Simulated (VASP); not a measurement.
# LiMg12 (a cell with a defect) in VASP: a series of runs

Runs on LiMg12 (a cell with a defect). Level: PBE. Tasks: single point.

Everything below comes from runs of VASP 6.6.1. Logs are shortened: lines on timing, memory, paths and dates and some standing lists are left out, and cuts for length are marked.

### Step 1. The cell of the first run

The cell holds a defect, 13 atoms: a = 6.420 Å, b = 9.630 Å, c = 5.213 Å, α = 90.00°, β = 90.00°, γ = 120.00°.

### Step 2. Single point, PBE

INCAR reads:

```
  ALGO = Normal
  EDIFF = 1E-7
  ENCUT = 520
  GGA = PE
  ISIF = 2
  ISMEAR = -1
  LASPH = True
  LCHARG = True
  LELF = True
  LREAL = False
  LVHAR = True
  LWAVE = False
  NBANDS = 26
  NELM = 80
  PREC = Accurate
  SIGMA = 0.05
```

KPOINTS reads:

```
k-points
0
Gamma
  4 3 4
```

POSCAR reads:

```
LiMg12
1.0
    6.4200000000      0.0000000000      0.0000000000
   -4.8150000000      8.3398250000      0.0000000000
    0.0000000000      0.0000000000      5.2130400000
Mg Li
12 1
Direct
   -0.1053946961     -0.0623015471     -0.1176821970
    0.2917840985      0.2570766173      0.6855953532
   -0.0354190166      0.3272415189     -0.0067060679
    0.1509137587      0.5221010033      0.4895279913
    0.0164672721      0.6679844002      0.0195477111
    0.1715996945      0.8967233725      0.4772015945
    0.4641396969      0.0087040196     -0.0118945951
    0.6979460562      0.1885095910      0.5110969799
    0.5347864840      0.3492351458      0.1495288737
    0.7129830360      0.5847921269      0.5466599144
    0.4581515142      0.6216113647     -0.0139187499
    0.5978224431      0.8475487195      0.4232835351
    0.0481488556      0.1224719943      0.2803360419
```

Potentials or basis: VASP PAW PBE potentials, release 64 (Mg, Li_sv).

Command:

```
$ cat potpaw_PBE.64/Mg/POTCAR potpaw_PBE.64/Li_sv/POTCAR > POTCAR
$ mpirun -np 1 vasp_std > vasp.out
```

OUTCAR:

```text
EDIFF = 1E-7
   ENCUT = 520
   GGA = PE
   ISIF = 2
   ISMEAR = -1
   LASPH = True
   LREAL = False
   NELM = 80
   PREC = Accurate

 ion  position               nearest neighbor table
   1  0.895  0.938  0.882-  13 2.59  12 2.91   6 2.91  11 2.98   2 3.03   5 3.15   7 3.21  12 3.27
                             7 3.41  10 3.47   3 3.59
   2  0.292  0.257  0.686-  13 2.56   9 2.77   3 2.98   1 3.03  10 3.04   9 3.11   8 3.13   4 3.27
                             6 3.34   7 3.48  11 3.49   8 3.64
   3  0.965  0.327  0.993-  13 2.73   8 2.96   2 2.98   9 2.98  11 3.02   4 3.07   4 3.10   8 3.12
                             5 3.13   7 3.14   1 3.59   9 3.65
   4  0.151  0.522  0.490-  12 3.03   3 3.07   8 3.07   3 3.10  11 3.10  11 3.13   5 3.15  10 3.17
                             2 3.27  10 3.36   5 3.40   6 3.54
   5  0.016  0.668  0.020-  10 2.99   6 3.06  11 3.09   7 3.10   3 3.13   1 3.15   4 3.15   9 3.15
                            10 3.23  11 3.39   4 3.40   6 3.41
   6  0.172  0.897  0.477-  13 2.85   1 2.91  10 3.00  12 3.01   7 3.03   5 3.06   7 3.12   8 3.14
                             2 3.34   5 3.41  12 3.48   4 3.54
   7  0.464  0.009  0.988-   8 2.97   6 3.03   5 3.10  12 3.10   6 3.12   3 3.14   8 3.18   9 3.19
                             1 3.21   1 3.41   2 3.48  12 3.63
   8  0.698  0.189  0.511-  13 2.89   9 2.94   3 2.96   7 2.97  12 3.05   4 3.07   3 3.12   2 3.13
                             6 3.14   7 3.18   2 3.64
   9  0.535  0.349  0.150-   2 2.77  10 2.85  13 2.86   8 2.94   3 2.98  11 3.02   2 3.11   5 3.15
                             7 3.19   3 3.65
  10  0.713  0.585  0.547-   9 2.85  11 2.94   5 2.99   6 3.00  12 3.04   2 3.04   4 3.17   5 3.23
                             4 3.36  11 3.45   1 3.47
  11  0.458  0.622  0.986-  10 2.94  12 2.96   1 2.98   3 3.02   9 3.02   5 3.09   4 3.10   4 3.13
                             5 3.39  10 3.45   2 3.49  12 3.49
  12  0.598  0.848  0.423-  13 2.88   1 2.91  11 2.96   6 3.01   4 3.03  10 3.04   8 3.05   7 3.10
                             1 3.27   6 3.48  11 3.49   7 3.63
  13  0.048  0.122  0.280-   2 2.56   1 2.59   3 2.73   6 2.85   9 2.86  12 2.88   8 2.89

  LATTYP: Found a simple monoclinic cell.
 ALAT       =     6.4200000000
 B/A-ratio  =     0.8120000000
 C/A-ratio  =     1.3228757108
 COS(beta)  =    -0.1889822286

  Lattice vectors:

 A1 = (   6.4200000000,   0.0000000000,   0.0000000000)
 A2 = (   0.0000000000,   0.0000000000,   5.2130400000)
 A3 = (  -1.6050000000,  -8.3398250000,   0.0000000000)

Analysis of symmetry for initial positions (statically):
=====================================================================
 Subroutine PRICEL returns:
 Original cell was already a primitive cell.

 Routine SETGRP: Setting up the symmetry group for a
 simple monoclinic supercell.

[... 159 lines left out ...]
     AMIX     =   0.40;   BMIX     =  1.00
     AMIX_MAG =   1.60;   BMIX_MAG =  1.00
  volume/ion in A,a.u.               =      21.47       144.89
  Fermi-wavevector in a.u.,A,eV,Ry     =   0.751511  1.420149  7.684136  0.564768
  Thomas-Fermi vector in A             =   1.848508
   LORBIT       =      0    0 simple, 1 ext, 2 COOP (PROOUT), +10 PAW based schemes
   GGA     = PE    functional components
   LHFCALC =     F    Hartree Fock is set to
   AEXX    =    0.0000 exact exchange contribution
   IVDW    =     0    specifies the selected vdW correction
   LEPSILON=     F    determine dielectric tensor
   LRPA    =     F    only Hartree local field effects (RPA)
 non-spin polarized calculation
  energy-cutoff  :      520.00
  volume of cell :      279.11
 maximum number of plane-waves:      7534
   NGX = 23   NGY = 35   NGZ = 19

 number of electron      27.0000002 magnetization

 Free energy of the ion-electron system (eV)
  ---------------------------------------------------
  ext. energy  EPLUGINS =         0.00000000
  ---------------------------------------------------
  free energy    TOTEN  =       -18.79045226 eV

  energy without entropy =      -18.74771319  energy(sigma->0) =      -18.76908273

 E-fermi :   2.7891     XC(G=0):  -8.5714

 val. band max:        2.7755023801   @ k =   0.2500   0.0000   0.0000
 cond. band min:       2.8090037455   @ k =   0.2500   0.3333   0.2500
 fundamental gap:      0.0335013655
 Fermi energy:         2.7890758986

 k-point     1 :       0.0000    0.0000    0.0000
  band No.  band energies     occupation
      1     -43.6663      2.00000
      2      -4.2054      2.00000
      3      -2.1571      2.00000
      4      -2.0255      2.00000
      5      -0.6012      2.00000
      6      -0.4548      2.00000
[... 661 lines left out ...]
     24       7.5675      0.00000
     25       7.6859      0.00000

 [... further k-points ...]

 [bands above 25 left out]

------------------------ aborting loop because EDIFF is reached ----------------------------------------

  FORCE on cell =-STRESS in cart. coord.  units (eV):
  Direction    XX          YY          ZZ          XY          YZ          ZX
  --------------------------------------------------------------------------------------
  -------------------------------------------------------------------------------------
  Total        2.4003263      4.7099812      8.0710040      1.2941868      2.5352759      1.2235688
  in kB       13.7783702     27.0362676     46.3292340      7.4289004     14.5530089      7.0235381
  external PRESSURE =      29.0479573 kB  Pullay stress =       0.0000000 kB

 VOLUME and BASIS-vectors are now :
 -----------------------------------------------------------------------------
  energy-cutoff  :      520.00
  volume of cell :      279.11
      direct lattice vectors                 reciprocal lattice vectors
     6.420000000  0.000000000  0.000000000     0.155763240  0.089929945  0.000000000
    -4.815000000  8.339825000  0.000000000     0.000000000  0.119906593  0.000000000
     0.000000000  0.000000000  5.213040000     0.000000000  0.000000000  0.191826650

 POSITION                                       TOTAL-FORCE (eV/Angst)
 -----------------------------------------------------------------------------------
      1.22835      7.82024      4.59956        -0.002295     -0.002245      0.007618
      0.63543      2.14397      3.57404         0.020128     -0.003295      0.024890
      4.61694      2.72914      5.17808        -0.000646     -0.000735     -0.008076
     -1.54505      4.35423      2.55193         0.003840     -0.005815     -0.002963
     -3.11063      5.57087      0.10190        -0.000552      0.001706      0.008387
     -3.21605      7.47852      2.48767         0.007863      0.004949     -0.005635
      2.93787      0.07259      5.15103         0.001409     -0.000415     -0.000945
      3.57314      1.57214      2.66437        -0.005360     -0.003550      0.002540
      1.75176      2.91256      0.77950        -0.005496     -0.002663     -0.010571
      1.76158      4.87706      2.84976         0.001369      0.002575      0.004563
     -0.05173      5.18413      5.14048        -0.002018     -0.003603      0.001582
     -0.24293      7.06841      2.20659        -0.008706      0.004285     -0.007617
     -0.28059      1.02139      1.46140        -0.009535      0.008806     -0.013773
 -----------------------------------------------------------------------------------
    total drift:                                0.000164      0.000244     -0.000054

  FREE ENERGIE OF THE ION-ELECTRON SYSTEM (eV)
  ---------------------------------------------------
  free  energy   TOTEN  =       -18.7904522593 eV

  energy  without entropy=      -18.7477131948  energy(sigma->0) =      -18.76908273
```

OSZICAR:

```text
N       E                     dE             d eps       ncg     rms          rms(c)
DAV:   1     0.399248949989E+02    0.39925E+02   -0.82934E+03  1352   0.777E+02
DAV:   2    -0.130907863675E+02   -0.53016E+02   -0.49880E+02  1586   0.118E+02
DAV:   3    -0.188426364689E+02   -0.57519E+01   -0.56437E+01  2240   0.223E+01
DAV:   4    -0.191747704567E+02   -0.33213E+00   -0.32727E+00  1976   0.576E+00
DAV:   5    -0.191803682296E+02   -0.55978E-02   -0.55956E-02  1876   0.890E-01    0.269E+00
DAV:   6    -0.188596195177E+02    0.32075E+00   -0.52644E-01  1592   0.225E+00    0.155E+00
DAV:   7    -0.188073467913E+02    0.52273E-01   -0.14850E-01  1750   0.119E+00    0.767E-01
DAV:   8    -0.187916974891E+02    0.15649E-01   -0.19568E-02  1812   0.548E-01    0.186E-01
DAV:   9    -0.187905060094E+02    0.11915E-02   -0.10792E-03  1736   0.147E-01    0.454E-02
DAV:  10    -0.187904490447E+02    0.56965E-04   -0.22743E-04  1786   0.535E-02    0.106E-02
DAV:  11    -0.187904508122E+02   -0.17676E-05   -0.20205E-05  1718   0.174E-02    0.331E-03
DAV:  12    -0.187904517507E+02   -0.93843E-06   -0.16649E-06  1642   0.495E-03    0.114E-03
DAV:  13    -0.187904522076E+02   -0.45690E-06   -0.16188E-07  1132   0.167E-03    0.344E-04
DAV:  14    -0.187904522593E+02   -0.51748E-07   -0.15766E-08   838   0.563E-04
   1 F= -.18790452E+02 E0= -.18769083E+02  d E =-.427391E-01
```

stdout:

```text
POSCAR found type information on POSCAR MgLi
 POSCAR found :  2 types and      13 ions
 scaLAPACK will be used
 LDA part: xc-table for (Slater+PW92), standard interpolation
 POSCAR, INCAR and KPOINTS ok, starting setup
 FFT: planning ... GRIDC
 FFT: planning ... GRID_SOFT
 FFT: planning ... GRID
 WAVECAR not read
 entering main loop
```

It took 1.7 min on 1 thread of AMD EPYC 9R45 (Zen 5), shared host; peak memory 0.41 GiB.

Results:

```
Free energy            : -18.7905 eV
Largest force          : 0.032 eV/Å
Band gap on the k mesh : zero (an odd number of electrons rules out a gap without spin polarisation)
```

Forces in eV/Å, atoms in the order of the input:
```
Mg  -0.002 -0.002  0.008
Mg   0.020 -0.003  0.025
Mg  -0.001 -0.001 -0.008
Mg   0.004 -0.006 -0.003
Mg  -0.001  0.002  0.008
Mg   0.008  0.005 -0.006
Mg   0.001  0.000 -0.001
Mg  -0.005 -0.004  0.003
Mg  -0.005 -0.003 -0.011
Mg   0.001  0.003  0.005
Mg  -0.002 -0.004  0.002
Mg  -0.009  0.004 -0.008
Li  -0.010  0.009 -0.014
```

Caveat: the cutoff is under 1.25 times the usual one of these potentials, so pressure, stress and relaxed cells hold a basis-set (Pulay) error.

### Step 3. Single point, PBE

INCAR reads:

```
SYSTEM = LiMg12
PREC = Accurate ; ENCUT = 520
EDIFF = 1E-6 ; ISMEAR = -1
SIGMA = 0.05 ; LREAL = .FALSE.
LASPH = .TRUE. ; NELM = 60
ALGO = Normal ; ISIF = 2
LWAVE = .FALSE. ; LCHARG = .FALSE.
GGA = PE ; NBANDS = 26
```

KPOINTS reads:

```
regular mesh
0
G
  4 3 4
  0 0 0
```

POSCAR reads:

```
LiMg12
1.0
    6.4200000000      0.0000000000      0.0000000000
   -4.8150000000      8.3398250000      0.0000000000
    0.0000000000      0.0000000000      5.2130400000
Mg Li
12 1
Direct
   -0.1339113896     -0.0506359546     -0.1589813238
    0.2538136302      0.2696804789      0.6367181146
   -0.0164307689      0.3061274068      0.0542111704
    0.1379650360      0.5382867146      0.5056855501
    0.0014480120      0.6828627699      0.0367100579
    0.1906547444      0.8760694619      0.5344990639
    0.4591278660      0.0139638422      0.0154727376
    0.6854675886      0.1987140018      0.5405268327
    0.5553987167      0.3558412796      0.0954485291
    0.6950572553      0.5817010549      0.5379926108
    0.4410611057      0.6214494908     -0.0216355524
    0.6238522461      0.8568844070      0.3787575004
    0.1113179813      0.0795836843      0.2460779123
```

Potentials or basis: VASP PAW PBE potentials, release 64 (Mg, Li_sv).

Command:

```
$ cat potpaw_PBE.64/Mg/POTCAR potpaw_PBE.64/Li_sv/POTCAR > POTCAR
$ mpirun -np 1 vasp_std > vasp.out
```

Run time: 87 s. Hardware: 1 thread of AMD EPYC 9R45 (Zen 5), shared host; peak memory 0.4 GiB.

It converged, with:

```
Free energy            : -18.7921 eV
Largest force          : 0.017 eV/Å
Band gap on the k mesh : zero (an odd number of electrons rules out a gap without spin polarisation)
```

Forces in eV/Å, atoms in the order of the input:
```
Mg  -0.005  0.004 -0.011
Mg  -0.009  0.000  0.000
Mg   0.004 -0.006  0.007
Mg  -0.006  0.002 -0.002
Mg  -0.004  0.005  0.003
Mg   0.006 -0.007  0.012
Mg   0.000  0.000  0.004
Mg  -0.002  0.000  0.001
Mg   0.000  0.004 -0.006
Mg   0.000  0.003  0.000
Mg   0.000  0.001  0.000
Mg   0.000  0.001 -0.006
Li   0.016 -0.006 -0.001
```

Levels at points of the mesh, in eV from the Fermi level:
```csv
k point,band 9,band 10,band 11,band 12,band 13,band 14,band 15,band 16,band 17,band 18
"(0.00, 0.00, 0.00)",-1.66,-1.58,-0.49,-0.18,0.14,0.25,0.34,0.41,1.22,1.51
"(0.50, 0.00, 0.00)",-0.77,-0.66,-0.58,-0.49,-0.48,-0.41,0.11,0.24,0.49,0.68
"(0.00, 0.00, 0.50)",-2.02,-2.00,-1.83,-1.34,-1.07,-0.89,-0.44,0.75,1.01,1.07
"(0.50, 0.00, 0.50)",-3.53,-1.20,-0.99,-0.89,-0.48,0.47,0.57,0.81,0.89,1.94
```

Caveat: the cutoff is under 1.25 times the usual one of these potentials, so pressure, stress and relaxed cells hold a basis-set (Pulay) error.

The gap in the log of VASP goes by the Fermi energy; the results here count the filled bands.